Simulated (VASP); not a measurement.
Wanted: the native input for a VASP 6.6.1 run.

| Quantity | Value |
| --- | --- |
| Task | single point |
| Functional | PBEsol |
| Potentials or basis | VASP PAW PBE potentials, release 64 (Ru_pv) |
| Cutoff | 520 eV |
| k mesh | 15 × 15 × 1 |
| Occupations | fermi-dirac, width 0.05 eV |
| Spin | no spin polarisation |
| Dipole correction | no |
| Further INCAR settings | ALGO = Normal; EDIFF = 1e-06; NBANDS = 43 |

The structure of Ru lies in POSCAR:

```
Ru
1.0
    2.6901084707      0.0000000000      0.0000000000
   -1.3450542353      2.3297022745      0.0000000000
    0.0000000000      0.0000000000     24.4996000000
Ru
5
Direct
    0.0000000000      0.0000000000      0.3290002204
    0.3333333333      0.6666666667      0.4126361497
    0.0000000000      0.0000000000      0.4999999991
    0.3333333333      0.6666666667      0.5873638504
    0.0000000000      0.0000000000      0.6709997802
```

One way to write it, as run:

INCAR

```
PREC = Accurate
ENCUT = 520
EDIFF = 1E-6
ISMEAR = -1
SIGMA = 0.05
LREAL = F
LASPH = T
NELM = 100
ALGO = Normal
ISIF = 2
LWAVE = F
LCHARG = F
GGA = PS
NBANDS = 43
```

KPOINTS

```
Automatic mesh
0
Gamma
  15 15 1
```

Potentials or basis: VASP PAW PBE potentials, release 64 (Ru_pv).

The run is started by

```console
$ cat potpaw_PBE.64/Ru_pv/POTCAR > POTCAR
$ mpirun -np 1 vasp_std > vasp.out
```

Results of the run:

```
Largest force          : 0.015 eV/Å
Band gap on the k mesh : zero (bands 35 and 36 overlap by 2.49 eV)
```

Caveat: the PAW data sets were made with another functional, which shifts forces and pressure a little.

It took 3 min on 1 thread of Intel(R) Xeon(R) 6975P-C (Granite Rapids) (shared host), peak memory 0.32 GiB.
